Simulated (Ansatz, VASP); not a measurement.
## NaCl: VASP beside Ansatz

File POSCAR:

```
NaCl
1.0
    0.0000000000      2.7940632177      2.7940632177
    2.7940632177      0.0000000000      2.7940632177
    2.7940632177      2.7940632177      0.0000000000
Cl Na
1 1
Direct
    0.5000000000      0.5000000000      0.5000000000
    0.0000000000      0.0000000000      0.0000000000
```

File INCAR.step1:

```
SYSTEM = NaCl
  PREC = Accurate
  ENCUT = 520
  ISMEAR = -1
  SIGMA = 0.05
  LREAL = .FALSE.
  LASPH = .TRUE.
  NELM = 80
  NBANDS = 14
  GGA = PE
  ALGO = Normal
  EDIFF = 1E-4
  LWAVE = .TRUE.
  LCHARG = .FALSE.
```

Contents of INCAR.step2:

```
SYSTEM = NaCl
  PREC = Accurate
  ENCUT = 520
  EDIFF = 1E-6
  ISMEAR = -1
  SIGMA = 0.05
  LREAL = .FALSE.
  LASPH = .TRUE.
  NELM = 80
  ALGO = Normal
  ISIF = 2
  LWAVE = .FALSE.
  LCHARG = .TRUE.
  METAGGA = R2SCAN
  LMIXTAU = .TRUE.
  LELF = .TRUE.
  LVHAR = .TRUE.
  NBANDS = 14
  ISTART = 1
```

Contents of KPOINTS:

```
Automatic mesh
0
G
  8 8 8
  0 0 0
```

input.yaml

```yaml
crystal:
  lattice:
    - [0.0, 2.7940632177, 2.7940632177]
    - [2.7940632177, 0.0, 2.7940632177]
    - [2.7940632177, 2.7940632177, 0.0]
  atoms:
    - { symbol: Cl, position: [0.5, 0.5, 0.5] }
    - { symbol: Na, position: [0.0, 0.0, 0.0] }
hamiltonian:
  xc: r2scan
  pseudopotentials: { kind: paw }
kpoints:
  mp_grid: { grid: [8, 8, 8] }
scf:
  occupations: { method: fermi_dirac, width: 0.05 }
output:
  forces: true
  stress: true
  eigenvalues: true
```

Alike in both runs: task single point; functional r2SCAN; k mesh 8 × 8 × 8; occupations fermi-dirac, width 0.05 eV; no spin polarisation.

```csv
,VASP,Ansatz
version,VASP 6.6.1,Ansatz 0.2.0
potentials or method,"VASP PAW PBE potentials, release 64 (Cl, Na_pv)",Ansatz PAW
plane-wave cutoff (eV),520,500
valence electrons in the cell,14,16
```

Ansatz gave:

| Property | Result |
| --- | --- |
| gap on the k mesh at the Fermi level (eV) | 6.02 |
| least direct gap on the mesh (eV) | 6.02 |
| pressure (GPa) | 0.3 |

Task: Which values does VASP return?

Result: gap on the k mesh at the Fermi level (eV): 6.04; least direct gap on the mesh (eV): 6.04; pressure (GPa): 0.1.

VASP's potentials were made for PBE, not for r2SCAN. With one functional, cell and mesh, what is left measures potentials, basis and numerics. VASP's potentials hold 14 valence electrons a cell and Ansatz's 16, so a difference there can come from the potentials and not from the codes.
